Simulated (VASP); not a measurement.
Wanted: the native input for a VASP 6.6.1 run.

```
Task                   : electric field gradients
Functional             : PBEsol
Potentials or basis    : VASP PAW PBE potentials, release 64 (Mg, I)
Cutoff                 : 520 eV
k mesh                 : 7 × 7 × 4
Occupations            : fermi-dirac, width 0.03 eV
Spin                   : no spin polarisation
Dipole correction      : no
Further INCAR settings : ALGO = Normal; EDIFF = 1e-08; NBANDS = 15
```

The structure of MgI2 lies in POSCAR:

```
MgI2
1.0
    4.1537001214      0.0415370012      0.0415370012
   -2.0408779625      3.5764413242      0.0152035976
    0.0686200000      0.0686200000      6.8620000000
Mg I
1 2
Direct
    0.0000000000      0.0000000000      0.0000000000
    0.3333333333      0.6666666667      0.7576300000
    0.6666666667      0.3333333333      0.2423700000
```

This cell differs from its parent crystal: equal xy, yz and zx shear strains of +2 %.

The input as run:

INCAR

```
PREC = Accurate
ENCUT = 520
EDIFF = 1E-8
ISMEAR = -1
SIGMA = 0.03
LREAL = False
LASPH = True
NELM = 100
ALGO = Normal
ISIF = 2
LWAVE = False
LCHARG = False
GGA = PS
LEFG = True
NBANDS = 15
```

KPOINTS

```
Automatic mesh
0
Gamma
  7 7 4
```

Potentials or basis: VASP PAW PBE potentials, release 64 (Mg, I).

Launch:

```sh
$ cat potpaw_PBE.64/Mg/POTCAR potpaw_PBE.64/I/POTCAR > POTCAR
$ mpirun -np 1 vasp_std > vasp.out
```

Results of the run:

The pressure is -0.2 GPa and the largest force is 0.082 eV/Å. The band gap on the k mesh is 3.41 eV, indirect (least direct gap 3.56 eV).

Caveat: the cell differs from its parent crystal (equal xy, yz and zx shear strains of +2 %); without QUAD_EFG the Cq values of the log hold for a quadrupole moment of 1 mb, not for the nuclei; the PAW data sets were made with another functional, which shifts forces and pressure a little; spin-orbit coupling is left out, which moves the levels of the heavy elements.

Run time: 2.1 min on 1 thread of Intel(R) Xeon(R) Platinum 8259CL CPU @ 2.50GHz (Skylake/Cascade Lake) (shared host), peak memory 0.32 GiB.
